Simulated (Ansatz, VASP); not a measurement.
One calculation of ScCu, two programs

Contents of INCAR:

```
SYSTEM = ScCu
ALGO = Normal
EDIFF = 1E-6
ENCUT = 520
ISIF = 2
ISMEAR = -1
LASPH = .TRUE.
LCHARG = .TRUE.
LELF = .TRUE.
LREAL = .FALSE.
LVHAR = .TRUE.
LWAVE = .FALSE.
NBANDS = 18
NELM = 100
PREC = Accurate
SIGMA = 0.05
```

File KPOINTS:

```
k-points
0
G
  11 11 11
  0 0 0
```

Contents of POSCAR:

```
ScCu
1.0
    3.2119946056      0.0000000000      0.0000000000
    0.0000000000      3.2119946056      0.0000000000
    0.0000000000      0.0000000000      3.2119946056
Sc Cu
1 1
Direct
    0.5000000000      0.5000000000      0.5000000000
    0.0000000000      0.0000000000      0.0000000000
```

Input for Ansatz:

```yaml
crystal:
  lattice:
    - [3.2119946056, 0.0, 0.0]
    - [0.0, 3.2119946056, 0.0]
    - [0.0, 0.0, 3.2119946056]
  atoms:
    - { symbol: Sc, position: [0.5, 0.5, 0.5] }
    - { symbol: Cu, position: [0.0, 0.0, 0.0] }
kpoints:
  mp_grid: { grid: [11, 11, 11] }
  band_path:
    path:
      - [0.0, 0.0, 0.0]
      - [0.0, 0.5, 0.0]
      - [0.5, 0.5, 0.0]
      - [0.0, 0.0, 0.0]
      - [0.5, 0.5, 0.5]
      - [0.0, 0.5, 0.0]
      - [0.5, 0.5, 0.5]
      - [0.5, 0.5, 0.0]
    npoints: 5
scf:
  occupations: { method: fermi_dirac, width: 0.05 }
hamiltonian:
  xc: lda
  pseudopotentials: { kind: all_electron, lapw: { basis_error: 0.0005 } }
output:
  forces: true
  stress: true
  eigenvalues: true
```

Change from the starting cell: volume scaled by 0.96.

Alike in both runs: task single point; functional LDA; k mesh 11 × 11 × 11; occupations fermi-dirac, width 0.05 eV; no spin polarisation.

|  | VASP | Ansatz |
| --- | --- | --- |
| version | VASP 6.6.1 | Ansatz 0.2.0 |
| potentials or method | VASP PAW LDA potentials, release 64 (Sc_sv, Cu), cutoff 520 eV | all-electron LAPW, scalar-relativistic |

|  | VASP | Ansatz | Ansatz less VASP |
| --- | --- | --- | --- |
| pressure (GPa) | -3.6 | -4.3 | -0.66 |

LDA's correlation is that of Perdew and Zunger in VASP and of Perdew and Wang (1992) in Ansatz. Ansatz ran all-electron here, and VASP with PAW potentials.
